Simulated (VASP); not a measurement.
Set up this calculation in VASP 6.6.1, as the native input.

```yaml
Task: single point
Functional: PBEsol
Potentials_or_basis: VASP PAW PBE potentials, release 64 (Cu, Al)
Cutoff: 520 eV
k_mesh: 7 × 7 × 7
Occupations: fermi-dirac, width 0.05 eV
Spin: no spin polarisation
Dipole_correction: no
Further_INCAR_settings: ALGO = Normal; EDIFF = 1e-07; NBANDS = 26
```

The structure of Al2Cu (Khatyrkite) lies in POSCAR:

```
Al2Cu
1.0
   -2.9715744608      2.9715744608      2.3887207261
    2.9715744608     -2.9715744608      2.3887207261
    2.9715744608      2.9715744608     -2.3887207261
Cu Al
2 4
Direct
    0.2500000000      0.2500000000      0.0000000000
    0.7500000000      0.7500000000      0.0000000000
    0.3419000000      0.1581000000      0.5000000000
    0.8419000000      0.3419000000      0.1838000000
    0.6581000000      0.8419000000      0.5000000000
    0.1581000000      0.6581000000      0.8162000000
```

This cell differs from its parent crystal: volume scaled by 0.94.

These files were run (other wordings do the same):

INCAR

```
PREC = Accurate
ENCUT = 520
EDIFF = 1E-7
ISMEAR = -1
SIGMA = 0.05
LREAL = False
LASPH = True
NELM = 80
ALGO = Normal
ISIF = 2
LWAVE = False
LCHARG = False
GGA = PS
NBANDS = 26
```

KPOINTS

```
Automatic mesh
0
Gamma
  7 7 7
```

Potentials or basis: VASP PAW PBE potentials, release 64 (Cu, Al).

Command:

```bash
$ cat potpaw_PBE.64/Cu/POTCAR potpaw_PBE.64/Al/POTCAR > POTCAR
$ mpirun -np 1 vasp_std > vasp.out
```

It gave:

```json
{"Pressure": "3.5 GPa", "Largest force": "0.034 eV/Å", "Band gap on the k mesh": "zero (band 17 reaches 10.63 eV, above the bottom of band 18 at 6.85 eV)"}
```

Caveat: the PAW data sets were made with another functional, which shifts forces and pressure a little.

It took 87 s on 1 thread of Intel(R) Xeon(R) Platinum 8559C (Emerald Rapids) (shared host), peak memory 0.23 GiB.
